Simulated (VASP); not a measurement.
# GaP (I-4m2) in VASP: further runs

Runs on GaP. Level: PBEsol. Tasks: single point.

Everything below comes from runs of VASP 6.6.1. Logs are shortened: lines on timing, memory, paths and dates and some standing lists are left out, and cuts for length are marked.

## 1. The cell of the first run

It takes space group I-4m2 (No. 119, tetragonal). The conventional cell has a = 3.546 Å, b = 3.546 Å, c = 5.669 Å, α = 90.00°, β = 90.00°, γ = 90.00°. Ga (site symmetry -4m2) has 4 P at 2.27 Å within 3.0 Å. Within 3.0 Å of P (site symmetry -4m2) lie 4 Ga at 2.27 Å.

## 2. Single point, PBEsol (strain -0.080 along x and y, +0.040 along z)

File INCAR:

```
ALGO = Normal
EDIFF = 1E-7
ENCUT = 520
GGA = PS
ISIF = 2
ISMEAR = 0
LASPH = T
LCHARG = T
LELF = T
LREAL = F
LVHAR = T
LWAVE = F
NBANDS = 16
NELM = 100
PREC = Accurate
SIGMA = 0.05
```

File KPOINTS:

```
k-points
0
Gamma
  8 8 8
```

File POSCAR:

```
GaP
1.0
    0.0000000000      2.5072300000      2.8342600000
    2.5072300000      0.0000000000      2.8342600000
    2.5072300000      2.5072300000      0.0000000000
Ga P
1 1
Direct
    0.0000000000      0.0000000000      0.0000000000
    0.7500000000      0.7500000000      0.7500000000
```

Potentials or basis: VASP PAW PBE potentials, release 64 (Ga_d, P).

On the command line:

```bash
$ cat potpaw_PBE.64/Ga_d/POTCAR potpaw_PBE.64/P/POTCAR > POTCAR
$ mpirun -np 1 vasp_std > vasp.out
```

OUTCAR:

```text
EDIFF = 1E-7
   ENCUT = 520
   GGA = PS
   ISIF = 2
   ISMEAR = 0
   LASPH = T
   LREAL = F
   NELM = 100
   PREC = Accurate

 ion  position               nearest neighbor table
   1  0.000  0.000  0.000-   2 2.27   2 2.27   2 2.27   2 2.27
   2  0.750  0.750  0.750-   1 2.27   1 2.27   1 2.27   1 2.27

  LATTYP: Found a body centered tetragonal cell.
 ALAT       =     3.5457586700
 C/A-ratio  =     1.5986762009

  Lattice vectors:

 A1 = (  -2.5072300000,   0.0000000000,   2.8342600000)
 A2 = (   2.5072300000,   0.0000000000,   2.8342600000)
 A3 = (   0.0000000000,   2.5072300000,  -2.8342600000)

Analysis of symmetry for initial positions (statically):
=====================================================================
 Subroutine PRICEL returns:
 Original cell was already a primitive cell.

 Routine SETGRP: Setting up the symmetry group for a
 body centered tetragonal supercell.

 Subroutine GETGRP returns: Found  8 space group operations
 (whereof  8 operations were pure point group operations)
 out of a pool of 16 trial point group operations.

The static configuration has the point symmetry D_2d.

Analysis of symmetry for dynamics (positions and initial velocities):
=====================================================================
 Subroutine PRICEL returns:
 Original cell was already a primitive cell.

 Routine SETGRP: Setting up the symmetry group for a
 body centered tetragonal supercell.

 Subroutine GETGRP returns: Found  8 space group operations
 (whereof  8 operations were pure point group operations)
 out of a pool of 16 trial point group operations.

The dynamic configuration has the point symmetry D_2d.

 Subroutine INISYM returns: Found  8 space group operations
 (whereof  8 operations are pure point group operations),
 and found     1 'primitive' translations

----------------------------------------------------------------------------------------

                                     Primitive cell

  volume of cell :      35.6335

  direct lattice vectors                    reciprocal lattice vectors
     0.000000000  2.507230000  2.834260000    -0.199423268  0.199423268  0.176412891
     2.507230000  0.000000000  2.834260000     0.199423268 -0.199423268  0.176412891
     2.507230000  2.507230000  0.000000000     0.199423268  0.199423268 -0.176412891

  length of vectors
     3.784076112  3.784076112  3.545758670     0.332657162  0.332657162  0.332657162

  position of ions in fractional coordinates (direct lattice)
     0.000000000  0.000000000  0.000000000
     0.750000000  0.750000000  0.750000000

  ion indices of the primitive-cell ions
   primitive index   ion index
                 1           1
                 2           2

----------------------------------------------------------------------------------------

 KPOINTS: k-points

Automatic generation of k-mesh.
 Grid dimensions read from file:
 generate k-points for:    8    8    8

 Generating k-lattice:

  Cartesian coordinates                     Fractional coordinates (reciprocal lattice)
    -0.024927908  0.024927908  0.022051611     0.125000000  0.000000000  0.000000000
     0.024927908 -0.024927908  0.022051611     0.000000000  0.125000000  0.000000000
     0.024927908  0.024927908 -0.022051611     0.000000000  0.000000000  0.125000000

  Length of vectors
     0.041582145  0.041582145  0.041582145

  Shift w.r.t. Gamma in fractional coordinates (k-lattice)
     0.000000000  0.000000000  0.000000000

 Subroutine IBZKPT returns following result:
 ===========================================

 Found     59 irreducible k-points:

 Following reciprocal coordinates:
            Coordinates               Weight
  0.000000  0.000000  0.000000      1.000000
  0.125000  0.000000  0.000000      8.000000
  0.250000  0.000000  0.000000      8.000000
  0.375000  0.000000  0.000000      8.000000
  0.500000  0.000000  0.000000      4.000000
  0.125000  0.125000  0.000000      2.000000
[... 16 lines left out ...]
  0.250000  0.000000  0.125000     16.000000
  0.375000  0.000000  0.125000     16.000000
 [... further k-points ...]
   k-points           NKPTS =     59   k-points in BZ     NKDIM =     59   number of bands    NBANDS=     16
   number of dos      NEDOS =    301   number of ions     NIONS =      2
   total plane-waves  NPLWV =  21952
   dimension x,y,z NGX =    28 NGY =   28 NGZ =   28
   dimension x,y,z NGXF=    56 NGYF=   56 NGZF=   56
   ions per type =               1   1
   NGX,Y,Z   is equivalent  to a cutoff of  12.30, 12.30, 13.13 a.u.
   NGXF,Y,Z  is equivalent  to a cutoff of  24.60, 24.60, 26.26 a.u.
 SYSTEM =  unknown system
   PREC   = accura    normal or accurate (medium, high low for compatibility)
   ISTART =      0    job   : 0-new  1-cont  2-samecut
   ICHARG =      2    charge: 1-file 2-atom 10-const
   ISPIN  =      1    spin polarized calculation?
   LNONCOLLINEAR =      F non collinear calculations
   LSORBIT =      F    spin-orbit coupling
   LASPH  =      T    aspherical Exc in radial PAW
   ENCUT  =  520.0 eV  38.22 Ry    6.18 a.u.   7.04  7.04  6.59*2*pi/ulx,y,z
   NELM   =    100;   NELMIN=  2; NELMDL= -5     # of ELM steps
   EDIFF  = 0.1E-06   stopping-criterion for ELM
   LREAL  =      F    real-space projection
   EDIFFG = 0.1E-05   stopping-criterion for IOM
   NSW    =      0    number of steps for IOM
   IBRION =     -1    ionic relax: 0-MD 1-quasi-New 2-CG
   NFREE  =      0    steps in history (QN), initial steepest desc. (CG)
   ISIF   =      2    stress and relaxation
   ISYM   =      2    0-nonsym 1-usesym 2-fastsym
   POTIM  = 0.5000    time-step for ionic-motion
   TEBEG  =    0.0;   TEEND  =   0.0 temperature during run
   PSTRESS=    0.0 pullay stress
   NELECT =      18.0000    total number of electrons
   NUPDOWN=      -1.0000    fix difference up-down
   EMIN   =  10.00;   EMAX   =-10.00  energy-range for DOS
   EFERMI =   0.00;   METHOD = LEGACY
   ISMEAR =     0;   SIGMA  =   0.05  broadening in eV -4-tet -1-fermi 0-gaus
   EFERMI_NEDOS =   21; number of points for ismear=-14 and -15
   IALGO  =     38    algorithm
   IMIX   =      4    mixing-type and parameters
     AMIX     =   0.40;   BMIX     =  1.00
     AMIX_MAG =   1.60;   BMIX_MAG =  1.00
  volume/ion in A,a.u.               =      17.82       120.23
  Fermi-wavevector in a.u.,A,eV,Ry     =   1.303806  2.463836 23.128682  1.699910
  Thomas-Fermi vector in A             =   2.434784
   LORBIT       =      0    0 simple, 1 ext, 2 COOP (PROOUT), +10 PAW based schemes
   GGA     = PS    functional components
   LHFCALC =     F    Hartree Fock is set to
   AEXX    =    0.0000 exact exchange contribution
   IVDW    =     0    specifies the selected vdW correction
   LEPSILON=     F    determine dielectric tensor
   LRPA    =     F    only Hartree local field effects (RPA)
 non-spin polarized calculation
 Gauss-broadening in eV      SIGMA  =   0.05
  energy-cutoff  :      520.00
  volume of cell :       35.63
 maximum number of plane-waves:       977
   NGX = 15   NGY = 15   NGZ = 13

 number of electron      18.0000011 magnetization

 Free energy of the ion-electron system (eV)
  ---------------------------------------------------
  ext. energy  EPLUGINS =         0.00000000
  ---------------------------------------------------
  free energy    TOTEN  =        -9.65397227 eV

  energy without entropy =       -9.65397227  energy(sigma->0) =       -9.65397227

 E-fermi :   6.5491     XC(G=0): -10.6246

 val. band max:        6.2749607935   @ k =   0.0000   0.0000   0.0000
 cond. band min:       6.9109432175   @ k =   0.5000   0.0000   0.5000
 fundamental gap:      0.6359824240
 Fermi energy:         6.5490886396

 k-point     1 :       0.0000    0.0000    0.0000
  band No.  band energies     occupation
      1      -8.8963      2.00000
      2      -8.8537      2.00000
      3      -8.8537      2.00000
      4      -8.7382      2.00000
      5      -8.7286      2.00000
      6      -7.5598      2.00000
[... 8 lines left out ...]
     15      15.3575      0.00000
     16      16.6277      0.00000

 k-point     2 :       0.1250    0.0000    0.0000
  band No.  band energies     occupation
      1      -8.9040      2.00000
      2      -8.8660      2.00000
      3      -8.8474      2.00000
      4      -8.7337      2.00000
      5      -8.7307      2.00000
      6      -7.3174      2.00000
[... 8 lines left out ...]
     15      16.1745      0.00000
     16      16.1911      0.00000

 k-point     3 :       0.2500    0.0000    0.0000
  band No.  band energies     occupation
      1      -8.9468      2.00000
      2      -8.8597      2.00000
      3      -8.8334      2.00000
      4      -8.7342      2.00000
      5      -8.7227      2.00000
      6      -6.6342      2.00000
[... 8 lines left out ...]
     15      15.4297      0.00000
     16      16.5461      0.00000

 k-point     4 :       0.3750    0.0000    0.0000
  band No.  band energies     occupation
      1      -8.9872      2.00000
      2      -8.8502      2.00000
      3      -8.8225      2.00000
      4      -8.7347      2.00000
      5      -8.7083      2.00000
      6      -5.6551      2.00000
[... 8 lines left out ...]
     15      16.2194      0.00000
     16      17.4528      0.00000

 k-point     5 :       0.5000    0.0000    0.0000
  band No.  band energies     occupation
      1      -9.0026      2.00000
      2      -8.8473      2.00000
      3      -8.8191      2.00000
      4      -8.7337      2.00000
      5      -8.7010      2.00000
      6      -5.0068      2.00000
[... 8 lines left out ...]
     15      17.5834      0.00000
     16      18.2988      0.00000

 k-point     6 :       0.1250    0.1250    0.0000
  band No.  band energies     occupation
      1      -8.9297      2.00000
      2      -8.8420      2.00000
      3      -8.8420      2.00000
      4      -8.7358      2.00000
      5      -8.7257      2.00000
      6      -7.2883      2.00000
[... 8 lines left out ...]
     15      16.2492      0.00000
     16      17.4090      0.00000

 k-point     7 :       0.2500    0.1250    0.0000
  band No.  band energies     occupation
      1      -8.9571      2.00000
      2      -8.8393      2.00000
      3      -8.8279      2.00000
      4      -8.7336      2.00000
      5      -8.7249      2.00000
      6      -6.7950      2.00000
[... 8 lines left out ...]
     15      16.8762      0.00000
     16      17.6002      0.00000

 k-point     8 :       0.3750    0.1250    0.0000
  band No.  band energies     occupation
      1      -8.9840      2.00000
      2      -8.8414      2.00000
      3      -8.8155      2.00000
      4      -8.7267      2.00000
      5      -8.7235      2.00000
      6      -5.9213      2.00000
[... 8 lines left out ...]
     15      17.0446      0.00000
     16      17.2085      0.00000

 k-point     9 :       0.5000    0.1250    0.0000
  band No.  band energies     occupation
      1      -9.0012      2.00000
      2      -8.8424      2.00000
      3      -8.8112      2.00000
      4      -8.7311      2.00000
      5      -8.7109      2.00000
      6      -5.0007      2.00000
[... 8 lines left out ...]
     15      17.7181      0.00000
     16      18.0148      0.00000
[... 172 lines left out ...]
 k-point    19 :       0.5000    0.3750    0.0000
  band No.  band energies     occupation
      1      -9.0277      2.00000
      2      -8.7882      2.00000
      3      -8.7767      2.00000
      4      -8.7549      2.00000
      5      -8.7137      2.00000
      6      -4.6217      2.00000
[... 8 lines left out ...]
     15      18.5976      0.00000
     16      19.6709      0.00000

 k-point    20 :      -0.3750    0.3750    0.0000
  band No.  band energies     occupation
      1      -9.0175      2.00000
      2      -8.8099      2.00000
      3      -8.7812      2.00000
      4      -8.7398      2.00000
      5      -8.7246      2.00000
      6      -4.2007      2.00000
[... 8 lines left out ...]
     15      16.9564      0.00000
     16      20.7242      0.00000

 k-point    21 :       0.5000    0.5000    0.0000
  band No.  band energies     occupation
      1      -9.0372      2.00000
      2      -8.7708      2.00000
      3      -8.7708      2.00000
      4      -8.7659      2.00000
      5      -8.7086      2.00000
      6      -4.4121      2.00000
[... 8 lines left out ...]
     15      19.1938      0.00000
     16      19.4278      0.00000

 k-point    22 :       0.1250    0.0000    0.1250
  band No.  band energies     occupation
      1      -8.8972      2.00000
      2      -8.8787      2.00000
      3      -8.8437      2.00000
      4      -8.7402      2.00000
      5      -8.7274      2.00000
      6      -7.2139      2.00000
[... 8 lines left out ...]
     15      15.2950      0.00000
     16      16.9078      0.00000

 k-point    23 :       0.2500    0.0000    0.1250
  band No.  band energies     occupation
      1      -8.9415      2.00000
      2      -8.8578      2.00000
      3      -8.8320      2.00000
      4      -8.7470      2.00000
      5      -8.7192      2.00000
      6      -6.6596      2.00000
[... 8 lines left out ...]
     15      15.5167      0.00000
     16      17.7826      0.00000

 k-point    24 :       0.3750    0.0000    0.1250
  band No.  band energies     occupation
      1      -8.9813      2.00000
      2      -8.8426      2.00000
      3      -8.8210      2.00000
      4      -8.7483      2.00000
      5      -8.7081      2.00000
      6      -5.7528      2.00000
[... 8 lines left out ...]
     15      16.6885      0.00000
     16      18.1760      0.00000

 [... further k-points ...]
[... 5 lines left out ...]
  --------------------------------------------------------------------------------------
  -------------------------------------------------------------------------------------
  Total        3.6959813      3.6959813      1.1184927      0.0000000      0.0000000      0.0000000
  in kB      166.1813597    166.1813597     50.2904711      0.0000000      0.0000000      0.0000000
  external PRESSURE =     127.5510635 kB  Pullay stress =       0.0000000 kB

 VOLUME and BASIS-vectors are now :
 -----------------------------------------------------------------------------
  energy-cutoff  :      520.00
  volume of cell :       35.63
      direct lattice vectors                 reciprocal lattice vectors
     0.000000000  2.507230000  2.834260000    -0.199423268  0.199423268  0.176412891
     2.507230000  0.000000000  2.834260000     0.199423268 -0.199423268  0.176412891
     2.507230000  2.507230000  0.000000000     0.199423268  0.199423268 -0.176412891

 POSITION                                       TOTAL-FORCE (eV/Angst)
 -----------------------------------------------------------------------------------
      0.00000      0.00000      0.00000         0.000000      0.000000     -0.000000
      3.76084      3.76084      4.25139        -0.000000     -0.000000      0.000000
 -----------------------------------------------------------------------------------
    total drift:                               -0.000001     -0.000001      0.000001

  FREE ENERGIE OF THE ION-ELECTRON SYSTEM (eV)
  ---------------------------------------------------
  free  energy   TOTEN  =        -9.6539722707 eV

  energy  without entropy=       -9.6539722707  energy(sigma->0) =       -9.65397227
```

Run time: 50 s. Hardware: 1 thread of AMD EPYC 7R43 (Zen 3), shared host; peak memory 0.14 GiB.

Results:

- Free energy: -9.6540 eV
- Pressure: 12.8 GPa
- Band gap on the k mesh: 0.64 eV (least direct gap 2.18 eV)

Levels at points of the mesh, in eV from the valence-band top:
```csv
k point,band 7,band 8,band 9,band 10,band 11,band 12
"(0.00, 0.00, 0.00)",-0.93,0.00,0.00,2.37,3.50,3.50
"(0.50, 0.00, 0.00)",-7.77,-2.24,-0.98,1.20,4.30,4.89
"(0.50, 0.50, 0.00)",-8.35,-2.79,-2.79,1.66,2.09,11.08
"(0.50, 0.00, 0.50)",-7.41,-3.80,-3.69,0.64,0.87,9.99
```

Caveat: the cell differs from its parent crystal (strain -0.080 along x and y, +0.040 along z); the stress differs along the axes, from 5 to 17 GPa; semilocal functionals underestimate gaps, and a narrow one can read as zero; the PAW data sets were made with another functional, which shifts forces and pressure a little.

## 3. Single point, PBEsol (strain -0.080 along x and y, +0.080 along z)

File INCAR:

```
SYSTEM = GaP
ALGO = Normal ; EDIFF = 1E-6
ENCUT = 520 ; GGA = PS
ISIF = 2 ; ISMEAR = 0
LASPH = .TRUE. ; LCHARG = .TRUE.
LELF = .TRUE. ; LREAL = .FALSE.
LVHAR = .TRUE. ; LWAVE = .FALSE.
NBANDS = 16 ; NELM = 60
PREC = Accurate ; SIGMA = 0.05
```

File KPOINTS:

```
k-points
0
G
  8 8 8
  0 0 0
```

File POSCAR:

```
GaP
1.0
    0.0000000000      2.5072300000      2.9432700000
    2.5072300000      0.0000000000      2.9432700000
    2.5072300000      2.5072300000      0.0000000000
Ga P
1 1
Direct
    0.0000000000      0.0000000000      0.0000000000
    0.7500000000      0.7500000000      0.7500000000
```

Potentials or basis: VASP PAW PBE potentials, release 64 (Ga_d, P).

On the command line:

```bash
$ cat potpaw_PBE.64/Ga_d/POTCAR potpaw_PBE.64/P/POTCAR > POTCAR
$ mpirun -np 1 vasp_std > vasp.out
```

It took 45 s on 1 thread of AMD EPYC 7R43 (Zen 3), shared host; peak memory 0.15 GiB.

It converged, with:

```yaml
Free_energy: -9.6619 eV
Pressure: 7.6 GPa
Band_gap_on_the_k_mesh: 0.54 eV (least direct gap 1.60 eV)
```

Stress tensor (GPa, compression positive):
```
13.02  0.00  0.00
 0.00 13.02  0.00
 0.00  0.00 -3.09
```

Levels at points of the mesh, in eV from the valence-band top:
```
           k point  band 6  band 7  band 8  band 9  band 10  band 11  band 12  band 13
(0.00, 0.00, 0.00)  -13.59   -1.24    0.00    0.00     1.80     3.46     3.46     3.77
(0.50, 0.00, 0.00)  -11.18   -7.60   -2.43   -0.82     0.78     4.37     4.98     8.08
(0.50, 0.50, 0.00)  -10.75   -8.39   -2.53   -2.53     1.86     2.30    10.30    10.82
(0.50, 0.00, 0.50)   -9.87   -7.20   -3.79   -3.68     0.57     0.74     9.26     9.41
```

Caveat: the cell differs from its parent crystal (strain -0.080 along x and y, +0.080 along z); the stress differs along the axes, from -3 to 13 GPa; semilocal functionals underestimate gaps, and a narrow one can read as zero; the PAW data sets were made with another functional, which shifts forces and pressure a little.
